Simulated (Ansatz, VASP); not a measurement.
# KF: VASP beside Ansatz

The input POSCAR:

```
KF
1.0
    0.0000000000      2.7242525196      2.7242525196
    2.7242525196      0.0000000000      2.7242525196
    2.7242525196      2.7242525196      0.0000000000
K F
1 1
Direct
    0.0000000000      0.0000000000      0.0000000000
    0.5000000000      0.5000000000      0.5000000000
```

File INCAR.step1:

```
PREC = Accurate
ENCUT = 520
ISMEAR = -1
SIGMA = 0.05
LREAL = False
LASPH = True
NELM = 100
NBANDS = 15
GGA = PE
ALGO = Normal
EDIFF = 1E-4
LWAVE = True
LCHARG = False
```

INCAR.step2

```
PREC = Accurate
ENCUT = 520
EDIFF = 1E-7
ISMEAR = -1
SIGMA = 0.05
LREAL = False
LASPH = True
NELM = 100
ALGO = Normal
ISIF = 2
LWAVE = False
LCHARG = False
METAGGA = R2SCAN
LMIXTAU = True
NBANDS = 15
ISTART = 1
```

The input KPOINTS:

```
Automatic mesh
0
Gamma
  9 9 9
```

Contents of input.yaml:

```yaml
crystal:
  lattice:
    - [0.0, 2.7242525196, 2.7242525196]
    - [2.7242525196, 0.0, 2.7242525196]
    - [2.7242525196, 2.7242525196, 0.0]
  atoms:
    - { symbol: K, position: [0.0, 0.0, 0.0] }
    - { symbol: F, position: [0.5, 0.5, 0.5] }
hamiltonian:
  xc: r2scan
  pseudopotentials: { kind: paw }
kpoints:
  mp_grid: { grid: [9, 9, 9] }
scf:
  occupations: { method: fermi_dirac, width: 0.05 }
output:
  forces: true
  stress: true
  eigenvalues: true
  write_density: true
  write_potential: true
  elf: true
  volumetric_format: npy
```

Alike in both runs: task single point; functional r2SCAN; k mesh 9 × 9 × 9; occupations fermi-dirac, width 0.05 eV; no spin polarisation.

|  | VASP | Ansatz |
| --- | --- | --- |
| version | VASP 6.6.1 | Ansatz 0.2.0 |
| potentials or method | VASP PAW PBE potentials, release 64 (K_sv, F) | Ansatz PAW |
| plane-wave cutoff (eV) | 520 | 500 |
| valence electrons in the cell | 16 | 16 |

|  | VASP | Ansatz | Ansatz less VASP |
| --- | --- | --- | --- |
| gap on the k mesh at the Fermi level (eV) | 6.53 | 6.53 | +0.001 |
| least direct gap on the mesh (eV) | 6.53 | 6.53 | +0.001 |
| pressure (GPa) | -2.2 | -2.1 | +0.07 |

VASP's potentials were made for PBE, not for r2SCAN. The functional is the same, so the differences come from potentials, cutoffs and numerics.

Noted on Ansatz's run: odd divisions of the mesh miss points on the zone boundary, where band edges often lie, so the gap on the mesh can be too wide.
